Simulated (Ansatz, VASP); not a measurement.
**One calculation of AlGaN2, two programs**

```
CELL_PARAMETERS angstrom
3.09376 0.00000 0.00000
0.00000 3.09376 0.00000
0.00000 0.00000 4.42384
ATOMIC_POSITIONS crystal
Al 0.50000 0.50000 0.50000
Ga 0.00000 0.00000 0.00000
N 0.50000 0.00000 0.73826
N 0.00000 0.50000 0.26174
```

Change from the starting cell: strain -0.015 along x and y, +0.000 along z, atoms carried along.

Alike in both runs: task single point; functional LDA; k mesh 8 × 8 × 6; occupations gaussian, width 0.05 eV; no spin polarisation.

|  | VASP | Ansatz |
| --- | --- | --- |
| version | VASP 6.6.1 | Ansatz 0.2.0 |
| potentials or method | VASP PAW LDA potentials, release 64 (Al, Ga_d, N), cutoff 520 eV | scalar-relativistic, plane waves, PAW |
| valence electrons in the cell | 26 | 26 |

|  | VASP | Ansatz | Ansatz less VASP |
| --- | --- | --- | --- |
| gap on the k mesh at the Fermi level (eV) | 3.07 | 3.06 | -0.011 |
| least direct gap on the mesh (eV) | 3.07 | 3.06 | -0.011 |
| pressure (GPa) | 1.9 | 1.0 | -0.90 |
| traceless stress, the component that is largest in VASP (GPa) | -1.55 | -1.57 | -0.025 |
| rms of the force components (eV/Å) | 0.083 | 0.095 | +0.0114 |

LDA's correlation is that of Perdew and Zunger in VASP and of Perdew and Wang (1992) in Ansatz. Atom by atom the forces differ by 0.011 eV/Å (rms over components).
